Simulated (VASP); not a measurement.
# Re (P6_3/mmc) in VASP: further runs

The runs below take Re through single point, with PBE.

All numbers are computed with VASP 6.6.1; they aren't measurements. Logs are shortened: lines on timing, memory, paths and dates and some standing lists are left out, and cuts for length are marked.

### 1 The cell of the first run

The structure is hexagonal, space group P6_3/mmc (No. 194). Conventional cell: a = 2.784 Å, b = 2.784 Å, c = 4.495 Å, α = 90.00°, β = 90.00°, γ = 120.00°. Within 3.6 Å of Re (site symmetry -6m2) lie 12 Re at 2.76 to 2.78 Å.

### 2 Single point, PBE

The input, INCAR:

```
PREC     = Accurate       # precision mode
ENCUT    = 520            # plane-wave cutoff, eV
EDIFF    = 1E-7           # SCF threshold, eV
ISMEAR   = -1             # smearing method
SIGMA    = 0.1            # smearing width, eV
LREAL    = False          # projectors in reciprocal space
LASPH    = True           # aspherical terms in the spheres
NELM     = 60             # most SCF steps
ALGO     = Normal         # electronic algorithm
ISIF     = 2              # what is computed and relaxed
LWAVE    = False          # write WAVECAR
LCHARG   = False          # write CHGCAR
GGA      = PE             # functional
NBANDS   = 14             # bands
```

The input, KPOINTS:

```
regular mesh
0
Gamma
  11 11 6
```

The input, POSCAR:

```
Re
1.0
    2.7836175637      0.0000000000      0.0000000000
   -1.3918087818      2.4106835903      0.0000000000
    0.0000000000      0.0000000000      4.4950462990
Re
2
Direct
    0.3333333333      0.6666666667      0.2500000000
    0.6666666667      0.3333333333      0.7500000000
```

Potentials or basis: VASP PAW PBE potentials, release 64 (Re).

On the command line:

```bash
> cat potpaw_PBE.64/Re/POTCAR > POTCAR
> mpirun -np 1 vasp_std > vasp.out
```

OUTCAR:

```text
PREC = Accurate
   ENCUT = 520
   EDIFF = 1E-7
   ISMEAR = -1
   LREAL = False
   LASPH = True
   NELM = 60
   ISIF = 2
   GGA = PE

 ion  position               nearest neighbor table
   1  0.333  0.667  0.250-   2 2.76   2 2.76   2 2.76   2 2.76   2 2.76   2 2.76
   2  0.667  0.333  0.750-   1 2.76   1 2.76   1 2.76   1 2.76   1 2.76   1 2.76

  LATTYP: Found a hexagonal cell.
 ALAT       =     2.7836175637
 C/A-ratio  =     1.6148217908

  Lattice vectors:

 A1 = (   2.7836175637,   0.0000000000,   0.0000000000)
 A2 = (  -1.3918087818,   2.4106835903,   0.0000000000)
 A3 = (   0.0000000000,   0.0000000000,   4.4950462990)

Analysis of symmetry for initial positions (statically):
=====================================================================
 Subroutine PRICEL returns:
 Original cell was already a primitive cell.

 Routine SETGRP: Setting up the symmetry group for a
 hexagonal supercell.

 Subroutine GETGRP returns: Found 24 space group operations
 (whereof 12 operations were pure point group operations)
 out of a pool of 24 trial point group operations.

The static configuration has the point symmetry D_3d.
 The point group associated with its full space group is D_6h.

Analysis of symmetry for dynamics (positions and initial velocities):
=====================================================================
 Subroutine PRICEL returns:
 Original cell was already a primitive cell.

 Routine SETGRP: Setting up the symmetry group for a
 hexagonal supercell.

 Subroutine GETGRP returns: Found 24 space group operations
 (whereof 12 operations were pure point group operations)
 out of a pool of 24 trial point group operations.

The dynamic configuration has the point symmetry D_3d.
 The point group associated with its full space group is D_6h.

 Subroutine INISYM returns: Found 24 space group operations
 (whereof 12 operations are pure point group operations),
 and found     1 'primitive' translations

----------------------------------------------------------------------------------------

                                     Primitive cell

  volume of cell :      30.1637

  direct lattice vectors                    reciprocal lattice vectors
     2.783617564  0.000000000  0.000000000     0.359244752  0.207410048  0.000000000
    -1.391808782  2.410683590  0.000000000     0.000000000  0.414820097  0.000000000
     0.000000000  0.000000000  4.495046299     0.000000000  0.000000000  0.222467119

  length of vectors
     2.783617564  2.783617621  4.495046299     0.414820105  0.414820097  0.222467119

  position of ions in fractional coordinates (direct lattice)
     0.333333333  0.666666667  0.250000000
     0.666666667  0.333333333  0.750000000

  ion indices of the primitive-cell ions
   primitive index   ion index
                 1           1
                 2           2

----------------------------------------------------------------------------------------

 KPOINTS: regular mesh

Automatic generation of k-mesh.
 Grid dimensions read from file:
 generate k-points for:   11   11    6

 Generating k-lattice:

  Cartesian coordinates                     Fractional coordinates (reciprocal lattice)
     0.032658614  0.018855459  0.000000000     0.090909091  0.000000000  0.000000000
     0.000000000  0.037710918  0.000000000     0.000000000  0.090909091  0.000000000
     0.000000000  0.000000000  0.037077853     0.000000000  0.000000000  0.166666667

  Length of vectors
     0.037710919  0.037710918  0.037077853

  Shift w.r.t. Gamma in fractional coordinates (k-lattice)
     0.000000000  0.000000000  0.000000000

 Subroutine IBZKPT returns following result:
 ===========================================

 Found     64 irreducible k-points:

 Following reciprocal coordinates:
            Coordinates               Weight
  0.000000  0.000000  0.000000      1.000000
  0.090909  0.000000  0.000000      6.000000
  0.181818  0.000000  0.000000      6.000000
  0.272727  0.000000  0.000000      6.000000
  0.363636  0.000000  0.000000      6.000000
  0.454545 -0.000000  0.000000      6.000000
[... 16 lines left out ...]
  0.090909  0.090909  0.166667     12.000000
  0.181818  0.090909  0.166667     24.000000
 [... further k-points ...]
   k-points           NKPTS =     64   k-points in BZ     NKDIM =     64   number of bands    NBANDS=     14
   number of dos      NEDOS =    301   number of ions     NIONS =      2
   total plane-waves  NPLWV =  20736
   dimension x,y,z NGX =    24 NGY =   24 NGZ =   36
   dimension x,y,z NGXF=    48 NGYF=   48 NGZF=   72
   ions per type =               2
   NGX,Y,Z   is equivalent  to a cutoff of  14.33, 14.33, 13.31 a.u.
   NGXF,Y,Z  is equivalent  to a cutoff of  28.67, 28.67, 26.63 a.u.
 SYSTEM =  unknown system
   PREC   = accura    normal or accurate (medium, high low for compatibility)
   ISTART =      0    job   : 0-new  1-cont  2-samecut
   ICHARG =      2    charge: 1-file 2-atom 10-const
[... 72 lines left out ...]
     10       8.1535      0.00699
     11      10.8329      0.00000
     12      10.8329      0.00000
     13      17.2729      0.00000
     14      21.6961      0.00000

 k-point     2 :       0.0909    0.0000    0.0000
  band No.  band energies     occupation
      1      -1.7862      2.00000
      2       1.4433      2.00000
      3       5.4536      2.00000
      4       6.3643      1.99999
      5       6.5382      1.99994
      6       6.6923      1.99974
      7       6.9704      1.99586
      8       7.1505      1.97516
      9       7.5276      1.29372
     10       7.7069      0.46739
     11      10.9913      0.00000
     12      12.1061      0.00000
     13      17.2422      0.00000
     14      22.4006      0.00000

 k-point     3 :       0.1818    0.0000    0.0000
  band No.  band energies     occupation
      1      -0.8830      2.00000
      2       2.1669      2.00000
      3       4.8040      2.00000
      4       5.3873      2.00000
      5       6.1000      2.00000
      6       6.9912      1.99490
      7       7.2315      1.94505
      8       7.3017      1.89212
      9       7.3558      1.82155
     10       7.9608      0.04700
     11      11.3018      0.00000
     12      14.2489      0.00000
     13      17.0368      0.00000
     14      23.6757      0.00000

 k-point     4 :       0.2727    0.0000    0.0000
  band No.  band energies     occupation
      1       0.3347      2.00000
      2       2.5233      2.00000
      3       4.0333      2.00000
      4       4.7245      2.00000
      5       5.8759      2.00000
      6       6.4263      1.99998
      7       6.8481      1.99878
      8       8.5038      0.00021
      9       8.5642      0.00012
     10       9.1827      0.00000
     11      11.5621      0.00000
     12      16.4448      0.00000
     13      16.6569      0.00000
     14      21.6041      0.00000

 k-point     5 :       0.3636    0.0000    0.0000
  band No.  band energies     occupation
      1       1.3534      2.00000
      2       2.2061      2.00000
      3       3.0734      2.00000
      4       5.1337      2.00000
      5       5.9877      2.00000
      6       6.4658      1.99997
      7       6.4783      1.99997
      8      10.1081      0.00000
      9      10.2224      0.00000
     10      10.5783      0.00000
     11      11.7152      0.00000
[... 276 lines left out ...]
 k-point    22 :       0.4545   -0.0000    0.1667
  band No.  band energies     occupation
      1       1.4094      2.00000
      2       1.9588      2.00000
      3       3.2929      2.00000
      4       4.4199      2.00000
      5       6.0128      2.00000
      6       6.8481      1.99878
      7       7.7033      0.48023
      8      10.8890      0.00000
      9      11.3423      0.00000
     10      11.8125      0.00000
     11      12.1938      0.00000
     12      14.7238      0.00000
     13      17.1428      0.00000
     14      19.1962      0.00000

 k-point    23 :       0.0909    0.0909    0.1667
  band No.  band energies     occupation
      1      -0.8784      2.00000
      2       2.0231      2.00000
      3       4.9708      2.00000
      4       5.1621      2.00000
      5       6.0815      2.00000
      6       6.5712      1.99992
      7       6.7746      1.99941
      8       7.3380      1.84846
      9       8.0463      0.02027
     10       8.0922      0.01286
     11      11.0796      0.00000
     12      12.8042      0.00000
     13      18.5273      0.00000
     14      23.0334      0.00000

 k-point    24 :       0.1818    0.0909    0.1667
  band No.  band energies     occupation
      1       0.1540      2.00000
      2       2.8017      2.00000
      3       4.1299      2.00000
      4       4.4770      2.00000
      5       5.7138      2.00000
      6       6.3706      1.99999
      7       6.9561      1.99641
      8       7.8780      0.10442
      9       8.5626      0.00012
     10       8.9366      0.00000
     11      11.2081      0.00000
     12      14.1687      0.00000
     13      18.4737      0.00000
     14      23.1923      0.00000

 [... further k-points ...]

------------------------ aborting loop because EDIFF is reached ----------------------------------------

  FORCE on cell =-STRESS in cart. coord.  units (eV):
  Direction    XX          YY          ZZ          XY          YZ          ZX
  --------------------------------------------------------------------------------------
  -------------------------------------------------------------------------------------
  Total       -0.6595270     -0.6595270     -0.6594630     -0.0000000     -0.0000000      0.0000000
  in kB      -35.0315383    -35.0315402    -35.0281398     -0.0000000     -0.0000000      0.0000000
  external PRESSURE =     -35.0304061 kB  Pullay stress =       0.0000000 kB

 VOLUME and BASIS-vectors are now :
 -----------------------------------------------------------------------------
  energy-cutoff  :      520.00
  volume of cell :       30.16
      direct lattice vectors                 reciprocal lattice vectors
     2.783617564  0.000000000  0.000000000     0.359244752  0.207410048  0.000000000
    -1.391808782  2.410683590  0.000000000     0.000000000  0.414820097  0.000000000
     0.000000000  0.000000000  4.495046299     0.000000000  0.000000000  0.222467119

 POSITION                                       TOTAL-FORCE (eV/Angst)
 -----------------------------------------------------------------------------------
     -0.00000      1.60712      1.12376         0.000000     -0.000000      0.000000
      1.39181      0.80356      3.37128        -0.000000      0.000000      0.000000
 -----------------------------------------------------------------------------------
    total drift:                                0.000000     -0.000000     -0.000000

  FREE ENERGIE OF THE ION-ELECTRON SYSTEM (eV)
  ---------------------------------------------------
  free  energy   TOTEN  =       -24.8727430793 eV

  energy  without entropy=      -24.8143909710  energy(sigma->0) =      -24.84356703
```

It took 22 s on 1 thread of Intel Xeon Platinum 8259CL at 2.50GHz (Skylake/Cascade Lake), shared host; peak memory 0.16 GiB.

What came out:

| Property | Result |
| --- | --- |
| Free energy | -24.8727 eV |
| Pressure | -3.5 GPa |
| Band gap on the k mesh | zero (band 7 reaches 8.86 eV, above the bottom of band 8 at 5.94 eV) |

Levels at points of the mesh, in eV from the Fermi level:
| k point | band 3 | band 4 | band 5 | band 6 | band 7 | band 8 | band 9 | band 10 | band 11 | band 12 |
| --- | --- | --- | --- | --- | --- | --- | --- | --- | --- | --- |
| (0.00, 0.00, 0.00) | -1.52 | -1.52 | -1.52 | -0.72 | -0.72 | 0.18 | 0.18 | 0.57 | 3.24 | 3.24 |
| (0.00, 0.00, 0.50) | -2.31 | -2.31 | -1.65 | -1.65 | -1.65 | -1.65 | 2.45 | 2.45 | 2.45 | 2.45 |

Caveat: spin-orbit coupling is left out, which moves the levels of the heavy elements.

### 3 Single point, PBE

This run uses another cell than the first one, of 15.45 Å³/atom, 1.024 times its volume.

The input, INCAR:

```
SYSTEM = Re
ALGO = Normal
EDIFF = 1E-7
ENCUT = 520
GGA = PE
ISIF = 2
ISMEAR = -1
LASPH = .True.
LCHARG = .True.
LELF = .True.
LREAL = .False.
LVHAR = .True.
LWAVE = .False.
NBANDS = 14
NELM = 60
PREC = Accurate
SIGMA = 0.1
```

The input, KPOINTS:

```
k-points
0
Gamma
  11 11 6
  0 0 0
```

The input, POSCAR:

```
Re
1.0
    2.8060670619      0.0000000000      0.0000000000
   -1.4030335309      2.4301254266      0.0000000000
    0.0000000000      0.0000000000      4.5312982380
Re
2
Direct
    0.3333333333      0.6666666667      0.2500000000
    0.6666666667      0.3333333333      0.7500000000
```

Potentials or basis: VASP PAW PBE potentials, release 64 (Re).

On the command line:

```bash
> cat potpaw_PBE.64/Re/POTCAR > POTCAR
> mpirun -np 1 vasp_std > vasp.out
```

It took 23 s on 1 thread of Intel Xeon Platinum 8259CL at 2.50GHz (Skylake/Cascade Lake), shared host; peak memory 0.16 GiB.

Results (log left out):

```yaml
Free_energy: -24.8383 eV
Pressure: -11.6 GPa
Band_gap_on_the_k_mesh: zero (band 7 reaches 8.51 eV, above the bottom of band 8 at 5.71 eV)
```

Stress tensor (GPa, compression positive):
```
-11.57   0.00   0.00
  0.00 -11.57   0.00
  0.00   0.00 -11.66
```

Levels at points of the mesh, in eV from the Fermi level:
```tsv
k point	band 5	band 6	band 7	band 8	band 9	band 10
(0.00, 0.00, 0.00)	-1.46	-0.69	-0.69	0.18	0.18	0.53
(0.00, 0.00, 0.50)	-1.59	-1.59	-1.59	-1.59	2.36	2.36
```

Caveat: spin-orbit coupling is left out, which moves the levels of the heavy elements.

### 4 Single point, PBE

This run uses another cell than the first one, of 15.82 Å³/atom, 1.049 times its volume.

The input, INCAR:

```
PREC     = Accurate       # precision mode
ENCUT    = 520            # plane-wave cutoff, eV
EDIFF    = 1E-7           # SCF threshold, eV
ISMEAR   = -1             # smearing method
SIGMA    = 0.1            # smearing width, eV
LREAL    = F              # projectors in reciprocal space
LASPH    = T              # aspherical terms in the spheres
NELM     = 100            # most SCF steps
ALGO     = Normal         # electronic algorithm
ISIF     = 2              # what is computed and relaxed
LWAVE    = F              # write WAVECAR
LCHARG   = F              # write CHGCAR
GGA      = PE             # functional
NBANDS   = 14             # bands
```

The input, KPOINTS:

```
Automatic mesh
0
Gamma
  11 11 6
```

The input, POSCAR:

```
Re
1.0
    2.8281629879      0.0000000000      0.0000000000
   -1.4140814939      2.4492610604      0.0000000000
    0.0000000000      0.0000000000      4.5669792207
Re
2
Direct
    0.3333333333      0.6666666667      0.2500000000
    0.6666666667      0.3333333333      0.7500000000
```

On the command line:

```bash
> cat potpaw_PBE.64/Re/POTCAR > POTCAR
> mpirun -np 1 vasp_std > vasp.out
```

Run time: 22 s. Hardware: 1 thread of Intel Xeon Platinum 8259CL at 2.50GHz (Skylake/Cascade Lake), shared host; peak memory 0.16 GiB.

It converged, with:

* Free energy: -24.7690 eV
* Pressure: -18.7 GPa
* Band gap on the k mesh: zero (band 7 reaches 8.19 eV, above the bottom of band 8 at 5.49 eV)

Stress tensor (GPa, compression positive):
```
-18.60   0.00   0.00
  0.00 -18.60   0.00
  0.00   0.00 -18.79
```

Levels at points of the mesh, in eV from the Fermi level:
```csv
k point,band 3,band 4,band 5,band 6,band 7,band 8,band 9,band 10,band 11,band 12
"(0.00, 0.00, 0.00)",-1.41,-1.41,-1.41,-0.66,-0.66,0.18,0.18,0.49,3.03,3.03
"(0.00, 0.00, 0.50)",-2.18,-2.18,-1.53,-1.53,-1.53,-1.53,2.28,2.28,2.28,2.28
```

Caveat: spin-orbit coupling is left out, which moves the levels of the heavy elements.

### 5 Single point, PBE

This run uses another cell than the first one, of 16.19 Å³/atom, 1.073 times its volume.

The input, INCAR:

```
SYSTEM = Re
PREC     = Accurate       ! precision mode
ENCUT    = 520            ! plane-wave cutoff, eV
EDIFF    = 1E-6           ! SCF threshold, eV
ISMEAR   = -1             ! smearing method
SIGMA    = 0.1            ! smearing width, eV
LREAL    = .False.        ! projectors in reciprocal space
LASPH    = .True.         ! aspherical terms in the spheres
NELM     = 60             ! most SCF steps
ALGO     = Normal         ! electronic algorithm
ISIF     = 2              ! what is computed and relaxed
LWAVE    = .False.        ! write WAVECAR
LCHARG   = .True.         ! write CHGCAR
GGA      = PE             ! functional
LELF     = .True.         ! ELF
LVHAR    = .True.       
NBANDS   = 14             ! bands
```

The input, KPOINTS:

```
regular mesh
0
Gamma
  11 11 6
  0 0 0
```

The input, POSCAR:

```
Re
1.0
    2.8499189428      0.0000000000      0.0000000000
   -1.4249594714      2.4681022705      0.0000000000
    0.0000000000      0.0000000000      4.6021112107
Re
2
Direct
    0.3333333333      0.6666666667      0.2500000000
    0.6666666667      0.3333333333      0.7500000000
```

On the command line:

```bash
> cat potpaw_PBE.64/Re/POTCAR > POTCAR
> mpirun -np 1 vasp_std > vasp.out
```

It took 21 s on 1 thread of Intel Xeon Platinum 8259CL at 2.50GHz (Skylake/Cascade Lake), shared host; peak memory 0.17 GiB.

It converged, with:

```
Free energy            : -24.6696 eV
Pressure               : -24.8 GPa
Band gap on the k mesh : zero (band 7 reaches 7.87 eV, above the bottom of band 8 at 5.28 eV)
```

Stress tensor (GPa, compression positive):
```
-24.71   0.00   0.00
  0.00 -24.71   0.00
  0.00   0.00 -25.00
```

Levels at points of the mesh, in eV from the Fermi level:
```tsv
k point	band 3	band 4	band 5	band 6	band 7	band 8	band 9	band 10	band 11	band 12
(0.00, 0.00, 0.00)	-1.36	-1.35	-1.35	-0.64	-0.64	0.17	0.17	0.47	2.93	2.93
(0.00, 0.00, 0.50)	-2.11	-2.11	-1.47	-1.47	-1.47	-1.47	2.20	2.20	2.20	2.20
```

Caveat: spin-orbit coupling is left out, which moves the levels of the heavy elements.

### 6 The runs side by side

```tsv
cell	gap on the mesh (eV)	pressure (GPa)
a = 2.784, b = 2.784, c = 4.495 Å, angles 90.0, 90.0, 120.0°, 2 atoms	none	-3.5
a = 2.806, b = 2.806, c = 4.531 Å, angles 90.0, 90.0, 120.0°, 2 atoms	none	-11.6
a = 2.828, b = 2.828, c = 4.567 Å, angles 90.0, 90.0, 120.0°, 2 atoms	none	-18.7
a = 2.850, b = 2.850, c = 4.602 Å, angles 90.0, 90.0, 120.0°, 2 atoms	none	-24.8
```

Alike in all rows: task single point; level PBE; potentials or basis VASP PAW PBE potentials, release 64 (Re); no spin polarisation; k mesh 11 × 11 × 6; cutoff (eV) 520; smearing fermi-dirac 0.1 eV.

Caveats: spin-orbit coupling is left out, which moves the levels of the heavy elements.

Total energies depend on the potentials used, so only differences within one code and one set of settings carry meaning.
